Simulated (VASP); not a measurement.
Here is a VASP 6.6.1 calculation.

File POSCAR:

```
HfN
1.0
    0.0000000000      2.2560000000      2.2560000000
    2.2560000000      0.0000000000      2.2560000000
    2.2560000000      2.2560000000      0.0000000000
Hf N
1 1
Direct
    0.0000000000      0.0000000000      0.0000000000
    0.5000000000      0.5000000000      0.5000000000
```

INCAR.step1

```
SYSTEM = HfN
PREC = Accurate
ENCUT = 600
ISMEAR = -1
SIGMA = 0.1
LREAL = .FALSE.
LASPH = .TRUE.
NELM = 100
GGA = PE
ALGO = Normal
EDIFF = 1E-4
LWAVE = .TRUE.
LCHARG = .FALSE.
```

INCAR.step2

```
SYSTEM = HfN
PREC = Accurate
ENCUT = 600
EDIFF = 1E-6
ISMEAR = -1
SIGMA = 0.1
LREAL = .FALSE.
LASPH = .TRUE.
NELM = 100
ALGO = Normal
ISIF = 3
LWAVE = .FALSE.
LCHARG = .FALSE.
METAGGA = R2SCAN
LMIXTAU = .TRUE.
IBRION = 2
NSW = 100
EDIFFG = -0.002
ISTART = 1
```

KPOINTS

```
Automatic mesh
0
G
  12 12 12
  0 0 0
```

Potentials or basis: VASP PAW PBE potentials, release 64 (Hf_pv, N).

The run is started by

```console
$ cat potpaw_PBE.64/Hf_pv/POTCAR potpaw_PBE.64/N/POTCAR > POTCAR
$ cp INCAR.step1 INCAR
$ mpirun -np 1 vasp_std > vasp.out
$ cp INCAR.step2 INCAR
$ mpirun -np 1 vasp_std > vasp.out
```

Task: What does it give for the relaxed volume?

Result: 11.48 Å³/atom.

Task: Estimate the relaxed cell.

Result: a = 3.190 Å, b = 3.190 Å, c = 3.190 Å, α = 60.00°, β = 60.00°, γ = 60.00°.

Task: What does it give for the space group after relaxing (to 0.05 Å)?

Result: Fm-3m (No. 225).

Final structure:
```yaml
crystal:
  lattice:
    - [0.00000, 2.25585, 2.25585]
    - [2.25585, 0.00000, 2.25585]
    - [2.25585, 2.25585, 0.00000]
  atoms:
    - { symbol: Hf, position: [0.00000, 0.00000, 0.00000] }
    - { symbol: N, position: [0.50000, 0.50000, 0.50000] }
```

Caveat: the PAW data sets were made with another functional, which shifts forces and pressure a little.
